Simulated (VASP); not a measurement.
Write the native input for VASP 6.6.1 that does the following.

| Quantity | Value |
| --- | --- |
| Task | single point |
| Functional | r2SCAN |
| Potentials or basis | VASP PAW PBE potentials, release 64 (F, S, Li_sv) |
| Cutoff | 520 eV |
| k mesh | 6 × 6 × 6 |
| Occupations | gaussian, width 0.01 eV |
| Spin | no spin polarisation |
| Dipole correction | no |
| Further INCAR settings | ALGO = Normal; EDIFF = 1e-06; NBANDS = 19 |

Crystal: Li3SF.

```
F S Li
1.0
     4.48110    0.00000    0.00000
     0.00000    4.48110    0.00000
     0.00000    0.00000    4.48110
F S Li
1 1 3
Cartesian
  0.0000 0.0000 0.0000
  2.2406 2.2406 2.2406
  2.2406 2.2406 0.0000
  2.2406 0.0000 2.2406
  0.0000 2.2406 2.2406
```

One way to write it, as run:

POSCAR

```
Li3SF
1.0
    4.4811012190      0.0000000000      0.0000000000
    0.0000000000      4.4811012190      0.0000000000
    0.0000000000      0.0000000000      4.4811012190
F S Li
1 1 3
Direct
    0.0000000000      0.0000000000      0.0000000000
    0.5000000000      0.5000000000      0.5000000000
    0.5000000000      0.5000000000      0.0000000000
    0.5000000000      0.0000000000      0.5000000000
    0.0000000000      0.5000000000      0.5000000000
```

INCAR.step1

```
SYSTEM = Li3SF
ALGO     = Normal         ! electronic algorithm
EDIFF    = 1E-4           ! SCF threshold, eV
ENCUT    = 520            ! plane-wave cutoff, eV
GGA      = PE             ! functional
ISMEAR   = 0              ! smearing method
LASPH    = .True.         ! aspherical terms in the spheres
LCHARG   = .False.        ! write CHGCAR
LREAL    = .False.        ! projectors in reciprocal space
LWAVE    = .True.         ! write WAVECAR
NBANDS   = 19             ! bands
NELM     = 80             ! most SCF steps
PREC     = Accurate       ! precision mode
SIGMA    = 0.01           ! smearing width, eV
```

INCAR.step2

```
SYSTEM = Li3SF
ALGO     = Normal         ! electronic algorithm
EDIFF    = 1E-6           ! SCF threshold, eV
ENCUT    = 520            ! plane-wave cutoff, eV
ISIF     = 2              ! what is computed and relaxed
ISMEAR   = 0              ! smearing method
ISTART   = 1            
LASPH    = .True.         ! aspherical terms in the spheres
LCHARG   = .False.        ! write CHGCAR
LMIXTAU  = .True.       
LREAL    = .False.        ! projectors in reciprocal space
LWAVE    = .False.        ! write WAVECAR
METAGGA  = R2SCAN         ! meta-GGA
NBANDS   = 19             ! bands
NELM     = 80             ! most SCF steps
PREC     = Accurate       ! precision mode
SIGMA    = 0.01           ! smearing width, eV
```

KPOINTS

```
k-points
0
Gamma
  6 6 6
  0 0 0
```

Potentials or basis: VASP PAW PBE potentials, release 64 (F, S, Li_sv).

The run is started by

```sh
$ cat potpaw_PBE.64/F/POTCAR potpaw_PBE.64/S/POTCAR potpaw_PBE.64/Li_sv/POTCAR > POTCAR
$ cp INCAR.step1 INCAR
$ mpirun -np 1 vasp_std > vasp.out
$ cp INCAR.step2 INCAR
$ mpirun -np 1 vasp_std > vasp.out
```

Results of the run:

The band gap on the k mesh is 4.60 eV, indirect (least direct gap 4.75 eV).

Wall time 2.5 min on 1 thread of AMD EPYC 9R45 96-Core Processor (Zen 5), on a shared host, peak memory 0.19 GiB.
